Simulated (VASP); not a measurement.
# Ir3C in VASP: relaxation of the atoms with PBE

Aim: the relaxation of the atoms of Ir3C with PBE.

All numbers are computed with VASP 6.6.1; they aren't measurements. Logs are shortened: lines on timing, memory, paths and dates and some standing lists are left out, and cuts for length are marked.

## (1) The cell of the first run

The cell holds a slab with vacuum, 4 atoms: a = 2.737 Å, b = 2.737 Å, c = 19.188 Å, α = 90.00°, β = 90.00°, γ = 90.00°.

## (2) Relaxation of the atoms, PBE

INCAR

```
ALGO = Normal
DIPOL = 0.5 0.5 0.338
EDIFF = 1E-7
EDIFFG = -0.025
ENCUT = 520
GGA = PE
GGA_COMPAT = F
IBRION = 2
IDIPOL = 3
ISIF = 2
ISMEAR = 0
LASPH = T
LCHARG = F
LDIPOL = T
LREAL = F
LWAVE = F
NELM = 120
NELMDL = -8
NELMIN = 4
NSW = 36
PREC = Accurate
SIGMA = 0.1
```

KPOINTS

```
k-points
0
Gamma
  10 10 1
```

POSCAR

```
Ir3C
1.0
    2.7367600872      0.0000000000      0.0000000000
    0.0000000000      2.7367600872      0.0000000000
    0.0000000000      0.0000000000     19.1883373414
Ir C
3 1
Selective dynamics
Direct
    0.5000000000      0.5000000000      0.2084599582  F F F
    0.0000000000      0.0000000000      0.3045662606  F F F
    0.5000000000      0.5000000000      0.4006776202  F F F
    1.0000000000      1.0000000000      0.4380303809  F F T
```

Potentials or basis: VASP PAW PBE potentials, release 64 (Ir, C).

Run with:

```console
$ cat potpaw_PBE.64/Ir/POTCAR potpaw_PBE.64/C/POTCAR > POTCAR
$ mpirun -np 1 vasp_std > vasp.out
```

OUTCAR:

```text
EDIFF = 1E-7
   EDIFFG = -0.025
   ENCUT = 520
   GGA = PE
   IBRION = 2
   ISIF = 2
   ISMEAR = 0
   LASPH = T
   LREAL = F
   NELM = 120
   NELMDL = -8
   NELMIN = 4
   NSW = 36
   PREC = Accurate

 ion  position               nearest neighbor table
   1  0.500  0.500  0.208-   2 2.67   2 2.67   2 2.67   2 2.67
   2  0.000  0.000  0.305-   4 2.56   1 2.67   1 2.67   1 2.67   1 2.67   3 2.67   3 2.67   3 2.67
                             3 2.67
   3  0.500  0.500  0.401-   4 2.06   4 2.06   4 2.06   4 2.06   2 2.67   2 2.67   2 2.67   2 2.67

   4  0.000  0.000  0.438-   3 2.06   3 2.06   3 2.06   3 2.06   2 2.56

  LATTYP: Found a simple tetragonal cell.
 ALAT       =     2.7367600872
 C/A-ratio  =     7.0113333760

  Lattice vectors:

 A1 = (   2.7367600872,   0.0000000000,   0.0000000000)
 A2 = (   0.0000000000,   2.7367600872,   0.0000000000)
 A3 = (   0.0000000000,   0.0000000000,  19.1883373414)

Analysis of symmetry for initial positions (statically):
=====================================================================
 Subroutine PRICEL returns:
 Original cell was already a primitive cell.

 Routine SETGRP: Setting up the symmetry group for a
 simple tetragonal supercell.

 Subroutine GETGRP returns: Found  8 space group operations
 (whereof  8 operations were pure point group operations)
 out of a pool of 16 trial point group operations.

The static configuration has the point symmetry C_4v.

Analysis of symmetry for dynamics (positions and initial velocities):
=====================================================================
 Subroutine PRICEL returns:
 Original cell was already a primitive cell.

 Routine SETGRP: Setting up the symmetry group for a
 simple tetragonal supercell.

 Subroutine GETGRP returns: Found  8 space group operations
 (whereof  8 operations were pure point group operations)
 out of a pool of 16 trial point group operations.

The dynamic configuration has the point symmetry C_4v.

Analysis of constrained symmetry for selective dynamics:
=====================================================================
 Subroutine PRICEL returns:
 Original cell was already a primitive cell.

 Routine SETGRP: Setting up the symmetry group for a
 simple tetragonal supercell.

 Subroutine GETGRP returns: Found  8 space group operations
 (whereof  8 operations were pure point group operations)
 out of a pool of 16 trial point group operations.

The constrained configuration has the point symmetry C_4v.

 Subroutine INISYM returns: Found  8 space group operations
 (whereof  8 operations are pure point group operations),
 and found     1 'primitive' translations

----------------------------------------------------------------------------------------

                                     Primitive cell

  volume of cell :     143.7179

  direct lattice vectors                    reciprocal lattice vectors
     2.736760087  0.000000000  0.000000000     0.365395566  0.000000000  0.000000000
     0.000000000  2.736760087  0.000000000     0.000000000  0.365395566  0.000000000
     0.000000000  0.000000000 19.188337341     0.000000000  0.000000000  0.052114990

  length of vectors
     2.736760087  2.736760087 19.188337341     0.365395566  0.365395566  0.052114990

  position of ions in fractional coordinates (direct lattice)
     0.500000000  0.500000000  0.208459958
     0.000000000  0.000000000  0.304566261
     0.500000000  0.500000000  0.400677620
     0.000000000  0.000000000  0.438030381

  ion indices of the primitive-cell ions
   primitive index   ion index
                 1           1
                 2           2
                 3           3
                 4           4

----------------------------------------------------------------------------------------

 KPOINTS: k-points

Automatic generation of k-mesh.
 Grid dimensions read from file:
 generate k-points for:   10   10    1

 Generating k-lattice:

  Cartesian coordinates                     Fractional coordinates (reciprocal lattice)
     0.036539557  0.000000000  0.000000000     0.100000000  0.000000000  0.000000000
     0.000000000  0.036539557  0.000000000     0.000000000  0.100000000  0.000000000
     0.000000000  0.000000000  0.052114990     0.000000000  0.000000000  1.000000000

  Length of vectors
     0.036539557  0.036539557  0.052114990

  Shift w.r.t. Gamma in fractional coordinates (k-lattice)
     0.000000000  0.000000000  0.000000000

 Subroutine IBZKPT returns following result:
 ===========================================

 Found     21 irreducible k-points:

 Following reciprocal coordinates:
            Coordinates               Weight
  0.000000  0.000000  0.000000      1.000000
  0.100000  0.000000  0.000000      4.000000
  0.200000  0.000000  0.000000      4.000000
  0.300000  0.000000  0.000000      4.000000
  0.400000  0.000000  0.000000      4.000000
  0.500000  0.000000  0.000000      2.000000
[... 13 lines left out ...]
  0.500000  0.400000  0.000000      4.000000
  0.500000  0.500000  0.000000      1.000000
   k-points           NKPTS =     21   k-points in BZ     NKDIM =     21   number of bands    NBANDS=     19
   number of dos      NEDOS =    301   number of ions     NIONS =      4
   total plane-waves  NPLWV =  57600
   dimension x,y,z NGX =    20 NGY =   20 NGZ =  144
   dimension x,y,z NGXF=    40 NGYF=   40 NGZF=  288
   ions per type =               3   1
   NGX,Y,Z   is equivalent  to a cutoff of  12.15, 12.15, 12.48 a.u.
   NGXF,Y,Z  is equivalent  to a cutoff of  24.30, 24.30, 24.95 a.u.
 SYSTEM =  unknown system
   PREC   = accura    normal or accurate (medium, high low for compatibility)
   ISTART =      0    job   : 0-new  1-cont  2-samecut
   ICHARG =      2    charge: 1-file 2-atom 10-const
   ISPIN  =      1    spin polarized calculation?
   LNONCOLLINEAR =      F non collinear calculations
   LSORBIT =      F    spin-orbit coupling
   LASPH  =      T    aspherical Exc in radial PAW
   ENCUT  =  520.0 eV  38.22 Ry    6.18 a.u.   5.09  5.09 35.68*2*pi/ulx,y,z
   NELM   =    120;   NELMIN=  4; NELMDL= -8     # of ELM steps
   EDIFF  = 0.1E-06   stopping-criterion for ELM
   LREAL  =      F    real-space projection
   EDIFFG = -.3E-01   stopping-criterion for IOM
   NSW    =     36    number of steps for IOM
   IBRION =      2    ionic relax: 0-MD 1-quasi-New 2-CG
   NFREE  =      1    steps in history (QN), initial steepest desc. (CG)
   ISIF   =      2    stress and relaxation
   ISYM   =      2    0-nonsym 1-usesym 2-fastsym
   POTIM  = 0.5000    time-step for ionic-motion
   TEBEG  =    0.0;   TEEND  =   0.0 temperature during run
   PSTRESS=    0.0 pullay stress
   NELECT =      31.0000    total number of electrons
   NUPDOWN=      -1.0000    fix difference up-down
   EMIN   =  10.00;   EMAX   =-10.00  energy-range for DOS
   EFERMI =   0.00;   METHOD = LEGACY
   ISMEAR =     0;   SIGMA  =   0.10  broadening in eV -4-tet -1-fermi 0-gaus
   EFERMI_NEDOS =   21; number of points for ismear=-14 and -15
   IALGO  =     38    algorithm
   IMIX   =      4    mixing-type and parameters
     AMIX     =   0.40;   BMIX     =  1.00
     AMIX_MAG =   1.60;   BMIX_MAG =  1.00
  volume/ion in A,a.u.               =      35.93       242.46
  Fermi-wavevector in a.u.,A,eV,Ry     =   0.981805  1.855342 13.115208  0.963941
  Thomas-Fermi vector in A             =   2.112839
   LORBIT       =      0    0 simple, 1 ext, 2 COOP (PROOUT), +10 PAW based schemes
   GGA     = PE    functional components
   LHFCALC =     F    Hartree Fock is set to
   AEXX    =    0.0000 exact exchange contribution
   IVDW    =     0    specifies the selected vdW correction
   LEPSILON=     F    determine dielectric tensor
   LRPA    =     F    only Hartree local field effects (RPA)
 conjugate gradient relaxation of ions
 non-spin polarized calculation
 Gauss-broadening in eV      SIGMA  =   0.10
  energy-cutoff  :      520.00
  volume of cell :      143.72
 maximum number of plane-waves:      3910
   NGX = 11   NGY = 11   NGZ = 71

--------------------------------------- Ionic step        1  -------------------------------------------

 number of electron      30.9999996 magnetization

 Free energy of the ion-electron system (eV)
  ---------------------------------------------------
  ext. energy  EPLUGINS =         0.00000000
  ---------------------------------------------------
  free energy    TOTEN  =       -30.72684833 eV

  energy without entropy =      -30.68517120  energy(sigma->0) =      -30.70600976

------------------------ aborting loop because EDIFF is reached ----------------------------------------

  FORCE on cell =-STRESS in cart. coord.  units (eV):
  Direction    XX          YY          ZZ          XY          YZ          ZX
  --------------------------------------------------------------------------------------
  -------------------------------------------------------------------------------------
  Total        5.8170790      5.8170790      6.3598875      0.0000000      0.0000000      0.0000000
  in kB       64.8492187     64.8492187     70.9004871      0.0000000      0.0000000      0.0000000
  external PRESSURE =      66.8663081 kB  Pullay stress =       0.0000000 kB
[... 133 lines left out ...]
  FREE ENERGIE OF THE ION-ELECTRON SYSTEM (eV)
  ---------------------------------------------------
  free  energy   TOTEN  =       -30.7996826740 eV

  energy  without entropy=      -30.7668729315  energy(sigma->0) =      -30.78327780

 dipolmoment           0.000000      0.000000     -0.004303 electrons x Angstroem

--------------------------------------- Ionic step        5  -------------------------------------------

 number of electron      30.9999996 magnetization

------------------------ aborting loop because EDIFF is reached ----------------------------------------
[... 71 lines left out ...]
--------------------------------------- Ionic step        7  -------------------------------------------

 number of electron      30.9999996 magnetization

 dipolmoment           0.000000      0.000000      0.020150 electrons x Angstroem

 Free energy of the ion-electron system (eV)
  ---------------------------------------------------
  ext. energy  EPLUGINS =         0.00000000
  ---------------------------------------------------
  free energy    TOTEN  =       -30.80339293 eV

  energy without entropy =      -30.77512141  energy(sigma->0) =      -30.78925717

 E-fermi :  -0.4325     XC(G=0):  -5.5914

 val. band max:       -0.4593847727   @ k =   0.5000   0.0000   0.0000
 cond. band min:      -0.4243691629   @ k =   0.4000   0.3000   0.0000
 fundamental gap:      0.0350156098
 Fermi energy:        -0.4325218758

 k-point     1 :       0.0000    0.0000    0.0000
  band No.  band energies     occupation
      1     -14.6792      2.00000
      2      -9.8894      2.00000
      3      -7.9155      2.00000
      4      -7.6595      2.00000
      5      -6.6582      2.00000
      6      -6.3123      2.00000
[... 451 lines left out ...]
     18       1.5329      0.00000
     19       4.1197      0.00000

------------------------ aborting loop because EDIFF is reached ----------------------------------------

 vacuum level on the upper side and lower side of the slab       (xc-potential included)         0.197        -0.323

  FORCE on cell =-STRESS in cart. coord.  units (eV):
  Direction    XX          YY          ZZ          XY          YZ          ZX
  --------------------------------------------------------------------------------------
  -------------------------------------------------------------------------------------
  Total        0.9909347      0.9909347      5.9676815      0.0000000     -0.0000000      0.0000000
  in kB       11.0470117     11.0470117     66.5281452      0.0000000     -0.0000000      0.0000000
  external PRESSURE =      29.5407229 kB  Pullay stress =       0.0000000 kB
[... 19 lines left out ...]
  FREE ENERGIE OF THE ION-ELECTRON SYSTEM (eV)
  ---------------------------------------------------
  free  energy   TOTEN  =       -30.8033929297 eV

  energy  without entropy=      -30.7751214142  energy(sigma->0) =      -30.78925717

 reached required accuracy - stopping structural energy minimisation

 vacuum level on the upper side and lower side of the slab         5.699         5.169
```

Wall time 8.2 min (1 thread of Intel Xeon Platinum 8259CL at 2.50GHz (Skylake/Cascade Lake), shared host); peak memory 0.27 GiB.

What came out:

| Item | Value |
| --- | --- |
| Free energy | -30.8034 eV |
| Energy gained by relaxing | 19.1 meV/atom |
| Ionic steps | 7 |
| Band gap on the k mesh | zero (an odd number of electrons rules out a gap without spin polarisation) |

Step by step:
```tsv
step	energy change (eV)	largest force on free atoms (eV/Å)	pressure (GPa)
1	0.0000	0.3929	6.69
2	-0.0077	0.4224	6.34
3	-0.0332	0.4543	5.35
4	-0.0728	0.1804	3.56
5	0.0217	1.0733	0.53
6	-0.0764	0.0350	3.07
7	-0.0765	0.0023	2.95
```

Final structure:
```cif
data_structure
_symmetry_space_group_name_H-M 'P 1'
_symmetry_Int_Tables_number 1
_cell_length_a 2.7368
_cell_length_b 2.7368
_cell_length_c 19.1883
_cell_angle_alpha 90.000
_cell_angle_beta 90.000
_cell_angle_gamma 90.000
_cell_volume 143.72
loop_
_atom_site_label
_atom_site_type_symbol
_atom_site_fract_x
_atom_site_fract_y
_atom_site_fract_z
_atom_site_occupancy
Ir1 Ir 0.50000 0.50000 0.20846 1
Ir2 Ir 0.00000 0.00000 0.30457 1
Ir3 Ir 0.50000 0.50000 0.40068 1
C1 C 0.00000 0.00000 0.45001 1
```

Levels at points of the mesh, in eV from the Fermi level:
```tsv
k point	band 12	band 13	band 14	band 15	band 16	band 17	band 18	band 19
(0.00, 0.00, 0.00)	-2.36	-1.86	-1.53	-0.52	0.10	0.10	0.78	0.80
(0.50, 0.00, 0.00)	-2.34	-1.40	-0.94	-0.36	-0.03	0.30	0.57	1.93
(0.50, 0.50, 0.00)	0.11	0.19	0.47	1.20	1.20	1.25	1.97	4.55
```

Caveat: spin-orbit coupling is left out, which moves the levels of the heavy elements.

The gap in the log of VASP goes by the Fermi energy; the results here count the filled bands.